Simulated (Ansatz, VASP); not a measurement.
Two plane-wave programs on Al3As

```xyz
4
Lattice="4.1429 0.0000 0.0000 0.0000 4.1429 0.0000 0.0000 0.0000 4.1429" Properties=species:S:1:pos:R:3 pbc="T T T"
Al    2.0714    2.0714    0.0000
Al    2.0714    0.0000    2.0714
Al    0.0000    2.0714    2.0714
As    0.0000    0.0000    0.0000
```

Change from the starting cell: species swapped into the MnCo3 type (Pm-3m, No. 221).

Alike in both runs: task single point; functional PBE; k mesh 4 × 4 × 4; occupations gaussian, width 0.1 eV; no spin polarisation.

```csv
,VASP,Ansatz
version,VASP 6.6.1,Ansatz 0.2.0
potentials or method,"VASP PAW PBE potentials, release 64 (Al, As), cutoff 520 eV","scalar-relativistic, plane waves, PAW"
valence electrons in the cell,14,24
```

|  | VASP | Ansatz | Ansatz less VASP |
| --- | --- | --- | --- |
| gap on the k mesh at the Fermi level (eV) | none | none | - |
| pressure (GPa) | -2.0 | -2.0 | -0.03 |

A gap of «none» marks a metal or a gap that the smearing closes. VASP's potentials hold 14 valence electrons a cell and Ansatz's 24, so a difference there can come from the potentials and not from the codes.

The k mesh is coarse, so the values compare programs but aren't converged.
